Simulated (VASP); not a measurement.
**Bi: electric field gradients with LDA**

The system is Bi.

```
Bi
1.0
     4.53900    0.00000    0.00000
    -2.26950    3.93089    0.00000
     0.00000    0.00000   11.82900
Bi
2
Cartesian
  0.0000 2.6206 2.9573
  2.2695 1.3103 8.8718
```

This isn't the form of Bi at room conditions, which is rhombohedral.

```json
{
  "Program": "VASP 6.6.1",
  "Task": "electric field gradients",
  "Functional": "LDA",
  "Potentials or basis": "VASP PAW LDA potentials, release 64 (Bi_d)",
  "Cutoff": "520 eV",
  "k mesh": "9 × 9 × 3",
  "Occupations": "fermi-dirac, width 0.03 eV",
  "Spin": "no spin polarisation",
  "Dipole correction": "no",
  "Further INCAR settings": "ALGO = Normal; EDIFF = 1e-08; NBANDS = 22"
}
```

```yaml
Pressure: -3.7 GPa
Band_gap_on_the_k_mesh: zero (bands 15 and 16 overlap by 2.11 eV)
Largest_electric_field_gradient_by_atom: Bi -114.0 V/Å²
```

Stress tensor (GPa, compression positive):
```
-5.32  0.00  0.00
 0.00 -5.32  0.00
 0.00  0.00 -0.50
```

Levels at points of the mesh, in eV from the Fermi level:
```csv
k point,band 11,band 12,band 13,band 14,band 15,band 16,band 17,band 18,band 19,band 20
"(0.00, 0.00, 0.00)",-10.31,-10.30,-0.85,-0.33,1.41,1.41,1.42,1.42,2.97,4.58
```

Electric field gradients, principal values (V/Å²):
| atom | least | middle | greatest (by size) |
| --- | --- | --- | --- |
| 1 Bi | 56.997 | 57.000 | -113.997 |
| 2 Bi | 56.997 | 57.000 | -113.997 |

Run time: 52 s on 1 thread of Intel(R) Xeon(R) Platinum 8488C (Sapphire Rapids), on a shared host, peak memory 0.29 GiB.

Caveat: the cell stands under tension; without QUAD_EFG the Cq values of the log hold for a quadrupole moment of 1 mb, not for the nuclei; spin-orbit coupling is left out, which moves the levels of the heavy elements.
